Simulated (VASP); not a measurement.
A run of VASP 6.6.1:

File INCAR:

```
SYSTEM = Ga3Ir2
  PREC = Accurate
  ENCUT = 520
  EDIFF = 1E-6
  ISMEAR = 0
  SIGMA = 0.1
  LREAL = .FALSE.
  LASPH = .TRUE.
  NELM = 80
  ALGO = Fast
  ISIF = 2
  LWAVE = .FALSE.
  LCHARG = .FALSE.
  GGA = PE
  NBANDS = 36
```

KPOINTS

```
Automatic mesh
0
G
  12 12 6
  0 0 0
```

Contents of POSCAR:

```
Ga3Ir2
1.0
    4.2436585324      0.0000000000      0.0000000000
   -2.1218292662      3.6751160941      0.0000000000
    0.0000000000      0.0000000000      7.6371481469
Ga Ir
3 2
Direct
    0.0000000000      0.0000000000      0.6773070292
    0.0000000000      0.0000000000      0.3226929708
    0.0000000000      0.0000000000      0.0000000000
    0.3333333333      0.6666666667      0.5000000000
    0.6666666667      0.3333333333      0.5000000000
```

Potentials or basis: VASP PAW PBE potentials, release 64 (Ga_d, Ir).

Launch:

```bash
$ cat potpaw_PBE.64/Ga_d/POTCAR potpaw_PBE.64/Ir/POTCAR > POTCAR
$ mpirun -np 1 vasp_std > vasp.out
```

Hardware: 1 thread of Intel(R) Xeon(R) Platinum 8488C (Sapphire Rapids) (shared host).

Problem. How long does it take, and how much memory?

Solution. Wall time 3.6 min on 1 thread of Intel(R) Xeon(R) Platinum 8488C (Sapphire Rapids) (shared host), peak memory 0.43 GiB. Counts: scf iterations 16, k points 76.
